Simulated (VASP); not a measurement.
# GdN (Fm-3m) in VASP: further runs

GdN is run at these levels: PBE+U; tasks: single point.

Program: VASP 6.6.1. These are calculated values, not measurements. Logs are shortened: lines on timing, memory, paths and dates and some standing lists are left out, and cuts for length are marked.

**1. The cell of the first run**

Symmetry: Fm-3m, No. 225, cubic system. Conventional cell: a = 4.909 Å, b = 4.909 Å, c = 4.909 Å, α = 90.00°, β = 90.00°, γ = 90.00°. Within 3.2 Å of Gd (site symmetry m-3m) lie 6 N at 2.45 Å. N (site symmetry m-3m) has 6 Gd at 2.45 Å within 3.2 Å.

**2. Single point, PBE+U, collinear spin, ferrimagnetic start**

Input file INCAR:

```
PREC = Accurate
ENCUT = 520
EDIFF = 1E-6
ISMEAR = 0
SIGMA = 0.05
LREAL = False
LASPH = True
NELM = 150
ALGO = Normal
ISIF = 2
LWAVE = False
LCHARG = True
ISPIN = 2
MAGMOM = 7.61 -0.16
LORBIT = 11
LMAXMIX = 6
LDAU = True
LDAUTYPE = 2
LDAUL = 3 -1
LDAUU = 6 0
LDAUJ = 0 0
LDAUPRINT = 1
GGA = PE
LELF = True
LVHAR = True
NBANDS = 22
```

Input file KPOINTS:

```
regular mesh
0
Gamma
  8 8 8
```

Input file POSCAR:

```
GdN
1.0
    0.0000000000      2.4542647403      2.4542647403
    2.4542647403      0.0000000000      2.4542647403
    2.4542647403      2.4542647403      0.0000000000
Gd N
1 1
Direct
    0.5000000000      0.5000000000      0.5000000000
    0.0000000000      0.0000000000      0.0000000000
```

Potentials or basis: VASP PAW PBE potentials, release 64 (Gd, N).

Run with:

```bash
$ cat potpaw_PBE.64/Gd/POTCAR potpaw_PBE.64/N/POTCAR > POTCAR
$ mpirun -np 1 vasp_std > vasp.out
```

OUTCAR:

```text
PREC = Accurate
   ENCUT = 520
   EDIFF = 1E-6
   ISMEAR = 0
   LREAL = False
   LASPH = True
   NELM = 150
   ISIF = 2
   ISPIN = 2
   LORBIT = 11
   GGA = PE

 ion  position               nearest neighbor table
   1  0.500  0.500  0.500-   2 2.45   2 2.45   2 2.45   2 2.45   2 2.45   2 2.45
   2  0.000  0.000  0.000-   1 2.45   1 2.45   1 2.45   1 2.45   1 2.45   1 2.45

  LATTYP: Found a face centered cubic cell.
 ALAT       =     4.9085294806

  Lattice vectors:

 A1 = (   0.0000000000,   2.4542647403,   2.4542647403)
 A2 = (   2.4542647403,   0.0000000000,   2.4542647403)
 A3 = (   2.4542647403,   2.4542647403,   0.0000000000)

Analysis of symmetry for initial positions (statically):
=====================================================================
 Subroutine PRICEL returns:
 Original cell was already a primitive cell.

 Routine SETGRP: Setting up the symmetry group for a
 face centered cubic supercell.

 Subroutine GETGRP returns: Found 48 space group operations
 (whereof 48 operations were pure point group operations)
 out of a pool of 48 trial point group operations.

The static configuration has the point symmetry O_h .

Analysis of symmetry for dynamics (positions and initial velocities):
=====================================================================
 Subroutine PRICEL returns:
 Original cell was already a primitive cell.

 Routine SETGRP: Setting up the symmetry group for a
 face centered cubic supercell.

 Subroutine GETGRP returns: Found 48 space group operations
 (whereof 48 operations were pure point group operations)
 out of a pool of 48 trial point group operations.

The dynamic configuration has the point symmetry O_h .

Analysis of structural, dynamic, and magnetic symmetry:
=====================================================================
 Subroutine PRICEL returns:
 Original cell was already a primitive cell.

 Routine SETGRP: Setting up the symmetry group for a
 face centered cubic supercell.

 Subroutine GETGRP returns: Found 48 space group operations
 (whereof 48 operations were pure point group operations)
 out of a pool of 48 trial point group operations.

The overall configuration has the point symmetry O_h .

 Subroutine INISYM returns: Found 48 space group operations
 (whereof 48 operations are pure point group operations),
 and found     1 'primitive' translations

----------------------------------------------------------------------------------------

                                     Primitive cell

  volume of cell :      29.5661

  direct lattice vectors                    reciprocal lattice vectors
     0.000000000  2.454264740  2.454264740    -0.203727003  0.203727003  0.203727003
     2.454264740  0.000000000  2.454264740     0.203727003 -0.203727003  0.203727003
     2.454264740  2.454264740  0.000000000     0.203727003  0.203727003 -0.203727003

  length of vectors
     3.470854481  3.470854481  3.470854481     0.352865520  0.352865520  0.352865520

  position of ions in fractional coordinates (direct lattice)
     0.500000000  0.500000000  0.500000000
     0.000000000  0.000000000  0.000000000

  ion indices of the primitive-cell ions
   primitive index   ion index
                 1           1
                 2           2

----------------------------------------------------------------------------------------

 KPOINTS: regular mesh

Automatic generation of k-mesh.
 Grid dimensions read from file:
 generate k-points for:    8    8    8

 Generating k-lattice:

  Cartesian coordinates                     Fractional coordinates (reciprocal lattice)
    -0.025465875  0.025465875  0.025465875     0.125000000  0.000000000  0.000000000
     0.025465875 -0.025465875  0.025465875     0.000000000  0.125000000  0.000000000
[... 52 lines left out ...]
   ISPIN  =      2    spin polarized calculation?
   LNONCOLLINEAR =      F non collinear calculations
   LSORBIT =      F    spin-orbit coupling
   LASPH  =      T    aspherical Exc in radial PAW
   ENCUT  =  520.0 eV  38.22 Ry    6.18 a.u.   6.45  6.45  6.45*2*pi/ulx,y,z
   NELM   =    150;   NELMIN=  2; NELMDL= -5     # of ELM steps
   EDIFF  = 0.1E-05   stopping-criterion for ELM
   LREAL  =      F    real-space projection
[... 7 lines left out ...]
   TEBEG  =    0.0;   TEEND  =   0.0 temperature during run
   PSTRESS=    0.0 pullay stress
   NELECT =      23.0000    total number of electrons
   NUPDOWN=      -1.0000    fix difference up-down
   EMIN   =  10.00;   EMAX   =-10.00  energy-range for DOS
   EFERMI =   0.00;   METHOD = LEGACY
   ISMEAR =     0;   SIGMA  =   0.05  broadening in eV -4-tet -1-fermi 0-gaus
   EFERMI_NEDOS =   21; number of points for ismear=-14 and -15
   IALGO  =     38    algorithm
   IMIX   =      4    mixing-type and parameters
     AMIX     =   0.40;   BMIX     =  1.00
     AMIX_MAG =   1.60;   BMIX_MAG =  1.00
  volume/ion in A,a.u.               =      14.78        99.76
  Fermi-wavevector in a.u.,A,eV,Ry     =   1.505634  2.845235 30.843500  2.266933
  Thomas-Fermi vector in A             =   2.616457
   LORBIT       =     11    0 simple, 1 ext, 2 COOP (PROOUT), +10 PAW based schemes
 LDA+U is selected, type is set to LDAUTYPE =  2
   angular momentum for each species LDAUL =     3   -1
   U (eV)           for each species LDAUU =   6.0  0.0
   J (eV)           for each species LDAUJ =   0.0  0.0
   GGA     = PE    functional components
   LHFCALC =     F    Hartree Fock is set to
   AEXX    =    0.0000 exact exchange contribution
   IVDW    =     0    specifies the selected vdW correction
   LEPSILON=     F    determine dielectric tensor
   LRPA    =     F    only Hartree local field effects (RPA)
 spin polarized calculation
 Gauss-broadening in eV      SIGMA  =   0.05
  energy-cutoff  :      520.00
  volume of cell :       29.57
 maximum number of plane-waves:       821
 NGX is ok and might be reduce to    28
   NGX = 13   NGY = 13   NGZ = 13

atom =   1  type =  1  l = 3

 onsite density matrix

spin component  1

  0.9917 -0.0000  0.0012 -0.0000  0.0000 -0.0000 -0.0000
 -0.0000  0.9888  0.0000  0.0000 -0.0000 -0.0000 -0.0000
  0.0012  0.0000  0.9911 -0.0000 -0.0000  0.0000 -0.0000
 -0.0000  0.0000 -0.0000  0.9926  0.0000  0.0000 -0.0000
  0.0000 -0.0000 -0.0000  0.0000  0.9911  0.0000 -0.0012
 -0.0000 -0.0000  0.0000  0.0000  0.0000  0.9902 -0.0000
 -0.0000 -0.0000 -0.0000 -0.0000 -0.0012 -0.0000  0.9917

spin component  2

  0.0084  0.0000  0.0037 -0.0000  0.0000  0.0000 -0.0000
  0.0000  0.0004 -0.0000 -0.0000  0.0000  0.0000  0.0000
  0.0037 -0.0000  0.0065 -0.0000 -0.0000 -0.0000  0.0000
 -0.0000 -0.0000 -0.0000  0.0113  0.0000 -0.0000 -0.0000
  0.0000  0.0000 -0.0000  0.0000  0.0065 -0.0000 -0.0037
  0.0000  0.0000 -0.0000 -0.0000 -0.0000  0.0037  0.0000
 -0.0000  0.0000  0.0000 -0.0000 -0.0037  0.0000  0.0084

 occupancies and eigenvectors

  o =  0.0004  v =  0.0000  0.0000  0.0000  0.0000  0.0000  0.0000  0.0000 -0.0000  1.0000  0.0000  0.0000 -0.0000 -0.0000 -0.0000      0.0000  0.0000  0.0000  0.0000  0.0000  0.0000  0.0000  0.0000  0.0000  0.0000  0.0000  0.0000  0.0000  0.0000
  o =  0.0037  v =  0.0000  0.0000  0.0000  0.0000  0.0000  0.0000  0.0000  0.0004  0.0000 -0.0005 -0.0000  0.7906  0.0000  0.6124      0.0000  0.0000  0.0000  0.0000  0.0000  0.0000  0.0000  0.0000  0.0000  0.0000  0.0000  0.0000  0.0000  0.0000
  o =  0.0037  v =  0.0000  0.0000  0.0000  0.0000  0.0000  0.0000  0.0000 -0.6124 -0.0000  0.7906 -0.0000  0.0005  0.0004  0.0004      0.0000  0.0000  0.0000  0.0000  0.0000  0.0000  0.0000  0.0000  0.0000  0.0000  0.0000  0.0000  0.0000  0.0000
  o =  0.0037  v =  0.0000  0.0000  0.0000  0.0000  0.0000  0.0000  0.0000  0.0003  0.0000 -0.0003  0.0000 -0.0000  1.0000 -0.0000      0.0000  0.0000  0.0000  0.0000  0.0000  0.0000  0.0000  0.0000  0.0000  0.0000  0.0000  0.0000  0.0000  0.0000
  o =  0.0113  v =  0.0000  0.0000  0.0000  0.0000  0.0000  0.0000  0.0000 -0.0018  0.0000 -0.0014 -0.0004  0.6124  0.0000 -0.7906      0.0000  0.0000  0.0000  0.0000  0.0000  0.0000  0.0000  0.0000  0.0000  0.0000  0.0000  0.0000  0.0000  0.0000
  o =  0.0113  v =  0.0000  0.0000  0.0000  0.0000  0.0000  0.0000  0.0000 -0.7906 -0.0000 -0.6124 -0.0004 -0.0014  0.0000  0.0018      0.0000  0.0000  0.0000  0.0000  0.0000  0.0000  0.0000  0.0000  0.0000  0.0000  0.0000  0.0000  0.0000  0.0000
  o =  0.0113  v =  0.0000  0.0000  0.0000  0.0000  0.0000  0.0000  0.0000  0.0003  0.0000  0.0002 -1.0000 -0.0003  0.0000  0.0004      0.0000  0.0000  0.0000  0.0000  0.0000  0.0000  0.0000  0.0000  0.0000  0.0000  0.0000  0.0000  0.0000  0.0000
  o =  0.9888  v = -0.0000  1.0000  0.0000 -0.0000 -0.0000  0.0000  0.0000  0.0000  0.0000  0.0000  0.0000  0.0000  0.0000  0.0000      0.0000  0.0000  0.0000  0.0000  0.0000  0.0000  0.0000  0.0000  0.0000  0.0000  0.0000  0.0000  0.0000  0.0000
  o =  0.9902  v =  0.0004 -0.0000 -0.0005 -0.0000 -0.0475  0.9982 -0.0368  0.0000  0.0000  0.0000  0.0000  0.0000  0.0000  0.0000      0.0000  0.0000  0.0000  0.0000  0.0000  0.0000  0.0000  0.0000  0.0000  0.0000  0.0000  0.0000  0.0000  0.0000
  o =  0.9902  v = -0.0001 -0.0000  0.0002 -0.0000  0.7891  0.0601  0.6113  0.0000  0.0000  0.0000  0.0000  0.0000  0.0000  0.0000      0.0000  0.0000  0.0000  0.0000  0.0000  0.0000  0.0000  0.0000  0.0000  0.0000  0.0000  0.0000  0.0000  0.0000
  o =  0.9902  v = -0.6124 -0.0000  0.7906 -0.0000 -0.0002  0.0006 -0.0001  0.0000  0.0000  0.0000  0.0000  0.0000  0.0000  0.0000      0.0000  0.0000  0.0000  0.0000  0.0000  0.0000  0.0000  0.0000  0.0000  0.0000  0.0000  0.0000  0.0000  0.0000
  o =  0.9926  v = -0.0003 -0.0000 -0.0003 -1.0000 -0.0007 -0.0000  0.0009  0.0000  0.0000  0.0000  0.0000  0.0000  0.0000  0.0000      0.0000  0.0000  0.0000  0.0000  0.0000  0.0000  0.0000  0.0000  0.0000  0.0000  0.0000  0.0000  0.0000  0.0000
  o =  0.9926  v = -0.0004  0.0000 -0.0003 -0.0011  0.6124  0.0000 -0.7906  0.0000  0.0000  0.0000  0.0000  0.0000  0.0000  0.0000      0.0000  0.0000  0.0000  0.0000  0.0000  0.0000  0.0000  0.0000  0.0000  0.0000  0.0000  0.0000  0.0000  0.0000
  o =  0.9926  v =  0.7906 -0.0000  0.6124 -0.0004  0.0003  0.0000 -0.0004  0.0000  0.0000  0.0000  0.0000  0.0000  0.0000  0.0000      0.0000  0.0000  0.0000  0.0000  0.0000  0.0000  0.0000  0.0000  0.0000  0.0000  0.0000  0.0000  0.0000  0.0000

 number of electron      23.0000000 magnetization       6.9999828

 Free energy of the ion-electron system (eV)
  ---------------------------------------------------
  ext. energy  EPLUGINS =         0.00000000
  ---------------------------------------------------
  free energy    TOTEN  =       -22.75603971 eV

  energy without entropy =      -22.75551924  energy(sigma->0) =      -22.75577947

 E-fermi :   3.9852     XC(G=0): -11.8279

 val. band max:        3.9663795715   @ k =   0.1250   0.1250   0.0000
 cond. band min:       4.3023146880   @ k =   0.5000   0.5000   0.0000
 fundamental gap:      0.3359351164
 Fermi energy:         3.9851513727

 spin component 1

 k-point     1 :       0.0000    0.0000    0.0000
  band No.  band energies     occupation
      1     -39.4446      1.00000
      2     -16.3922      1.00000
      3     -16.3922      1.00000
      4     -16.3922      1.00000
      5      -8.9131      1.00000
      6      -2.0264      1.00000
[... 1193 lines left out ...]
     21      16.6627      0.00000
     22      17.6448      0.00000

 [... further k-points ...]
[... 5 lines left out ...]
  --------------------------------------------------------------------------------------
  -------------------------------------------------------------------------------------
  Total        1.8268750      1.8268750      1.8268750      0.0000000      0.0000000      0.0000000
  in kB       98.9977191     98.9977191     98.9977191      0.0000000      0.0000000      0.0000000
  external PRESSURE =      98.9977191 kB  Pullay stress =       0.0000000 kB

 VOLUME and BASIS-vectors are now :
 -----------------------------------------------------------------------------
  energy-cutoff  :      520.00
  volume of cell :       29.57
      direct lattice vectors                 reciprocal lattice vectors
     0.000000000  2.454264740  2.454264740    -0.203727003  0.203727003  0.203727003
     2.454264740  0.000000000  2.454264740     0.203727003 -0.203727003  0.203727003
     2.454264740  2.454264740  0.000000000     0.203727003  0.203727003 -0.203727003

 POSITION                                       TOTAL-FORCE (eV/Angst)
 -----------------------------------------------------------------------------------
      2.45426      2.45426      2.45426         0.000000      0.000000      0.000000
      0.00000      0.00000      0.00000        -0.000000     -0.000000     -0.000000
 -----------------------------------------------------------------------------------
    total drift:                                0.000000      0.000000      0.000000

  FREE ENERGIE OF THE ION-ELECTRON SYSTEM (eV)
  ---------------------------------------------------
  free  energy   TOTEN  =       -22.7560397122 eV

  energy  without entropy=      -22.7555192358  energy(sigma->0) =      -22.75577947

 total charge

# of ion       s       p       d       f       tot
--------------------------------------------------
    1        2.038   5.679   0.574   6.975  15.266
    2        1.252   2.413   0.000   0.000   3.665
--------------------------------------------------
tot          3.290   8.092   0.574   6.975  18.931

 magnetization (x)

# of ion       s       p       d       f       tot
--------------------------------------------------
    1       -0.006  -0.085   0.076   6.887   6.872
    2       -0.010  -0.110   0.000   0.000  -0.120
--------------------------------------------------
tot         -0.015  -0.196   0.076   6.887   6.752
```

Run time: 2.3 min. Hardware: 1 thread of AMD EPYC, shared host; peak memory 0.17 GiB.

What came out:

```yaml
Free_energy: -22.7560 eV
Pressure: 9.9 GPa
Band_gap_on_the_k_mesh: zero (filled and empty bands overlap)
Net_moment: 7.00 μB per cell
Site_moments: Gd +6.87; N -0.12 μB
Valence_electrons_inside_the_program's_atomic_spheres: Gd 15.27; N 3.67
```

Levels at points of the mesh, in eV from the Fermi level:
Spin up:
```csv
k point,band 11,band 12,band 13,band 14,band 15,band 16,band 17,band 18,band 19,band 20
"(0.00, 0.00, 0.00)",-5.74,-5.74,0.32,0.32,0.32,2.75,2.75,2.75,3.86,5.00
"(0.50, 0.00, 0.00)",-5.73,-5.69,-4.28,-2.46,-2.46,5.57,6.34,6.34,7.06,10.70
"(0.50, 0.50, 0.00)",-5.81,-5.78,-1.09,-0.36,-0.03,-0.03,6.99,7.24,8.17,8.17
```
Spin down:
```csv
k point,band 5,band 6,band 7,band 8,band 9,band 10,band 11,band 12
"(0.00, 0.00, 0.00)",-12.94,-0.32,-0.32,-0.32,3.58,3.58,3.58,4.39
"(0.50, 0.00, 0.00)",-10.75,-4.02,-2.38,-2.38,4.75,5.15,5.15,5.48
"(0.50, 0.50, 0.00)",-12.69,-0.76,-0.34,-0.34,0.32,5.23,5.26,5.38
```

Eigenvalues of the final occupation matrices:
```csv
site,spin,trace,eigenvalues
site 1 f,1,6.94,0.99 0.99 0.99 0.99 0.99 0.99 0.99
site 1 f,2,0.05,0.00 0.00 0.00 0.00 0.01 0.01 0.01
```

Caveat: spin-orbit coupling is left out, which moves the levels of the heavy elements; a cell with one magnetic atom can't hold antiferromagnetic order, which such compounds often take. The state reached can hang on the start; a lower one may exist.

**3. Single point, PBE+U, collinear spin, ferrimagnetic start**

This run uses another cell than the first one, of 15.09 Å³/atom, 1.021 times its volume.

Input file INCAR:

```
PREC     = Accurate       # precision mode
ENCUT    = 520            # plane-wave cutoff, eV
EDIFF    = 1E-7           # SCF threshold, eV
ISMEAR   = 0              # smearing method
SIGMA    = 0.05           # smearing width, eV
LREAL    = F              # projectors in reciprocal space
LASPH    = T              # aspherical terms in the spheres
NELM     = 150            # most SCF steps
ALGO     = Normal         # electronic algorithm
ISIF     = 2              # what is computed and relaxed
LWAVE    = F              # write WAVECAR
LCHARG   = T              # write CHGCAR
ISPIN    = 2              # spin polarisation
MAGMOM   = 7.62 -0.16     # initial moments
LORBIT   = 11             # projections on sites
LMAXMIX  = 6              # l up to which the mixer works
LDAU     = T              # DFT+U
LDAUTYPE = 2            
LDAUL    = 3 -1           # shell
LDAUU    = 6 0            # U, eV
LDAUJ    = 0 0          
LDAUPRINT= 1            
GGA      = PE             # functional
LELF     = T              # ELF
LVHAR    = T            
NBANDS   = 22             # bands
```

Input file KPOINTS:

```
Automatic mesh
0
Gamma
  8 8 8
```

Input file POSCAR:

```
GdN
1.0
    0.0000000000      2.4711912389      2.4711912389
    2.4711912389      0.0000000000      2.4711912389
    2.4711912389      2.4711912389      0.0000000000
Gd N
1 1
Direct
    0.5000000000      0.5000000000      0.5000000000
    0.0000000000      0.0000000000      0.0000000000
```

Potentials or basis: VASP PAW PBE potentials, release 64 (Gd, N).

Run with:

```bash
$ cat potpaw_PBE.64/Gd/POTCAR potpaw_PBE.64/N/POTCAR > POTCAR
$ mpirun -np 1 vasp_std > vasp.out
```

It took 2.3 min on 1 thread of AMD EPYC, shared host; peak memory 0.17 GiB.

It converged, with:

```
Free energy                                           : -22.7875 eV
Pressure                                              : 6.2 GPa
Band gap on the k mesh                                : zero (filled and empty bands overlap)
Net moment                                            : 7.00 μB per cell
Site moments                                          : Gd +6.87; N -0.12 μB
Valence electrons inside the program's atomic spheres : Gd 15.24; N 3.65
```

Levels at points of the mesh, in eV from the Fermi level:
Spin up:
| k point | band 13 | band 14 | band 15 | band 16 | band 17 | band 18 |
| --- | --- | --- | --- | --- | --- | --- |
| (0.00, 0.00, 0.00) | 0.30 | 0.30 | 0.30 | 2.73 | 2.73 | 2.73 |
| (0.50, 0.00, 0.00) | -4.22 | -2.40 | -2.40 | 5.47 | 6.22 | 6.22 |
| (0.50, 0.50, 0.00) | -1.14 | -0.31 | -0.06 | -0.06 | 6.85 | 7.02 |
Spin down:
```
           k point  band 5  band 6  band 7  band 8  band 9  band 10  band 11  band 12
(0.00, 0.00, 0.00)  -12.88   -0.31   -0.31   -0.31    3.55     3.55     3.55     4.19
(0.50, 0.00, 0.00)  -10.80   -3.96   -2.31   -2.31    4.68     5.06     5.06     5.38
(0.50, 0.50, 0.00)  -12.62   -0.82   -0.35   -0.35    0.35     5.14     5.17     5.29
```

Eigenvalues of the final occupation matrices:
```
    site  spin  trace                         eigenvalues
site 1 f     1   6.94  0.99 0.99 0.99 0.99 0.99 0.99 0.99
site 1 f     2   0.04  0.00 0.00 0.00 0.00 0.01 0.01 0.01
```

Caveat: spin-orbit coupling is left out, which moves the levels of the heavy elements; a cell with one magnetic atom can't hold antiferromagnetic order, which such compounds often take. The state reached can hang on the start; a lower one may exist.

(Part 1 of 2 ends here.)
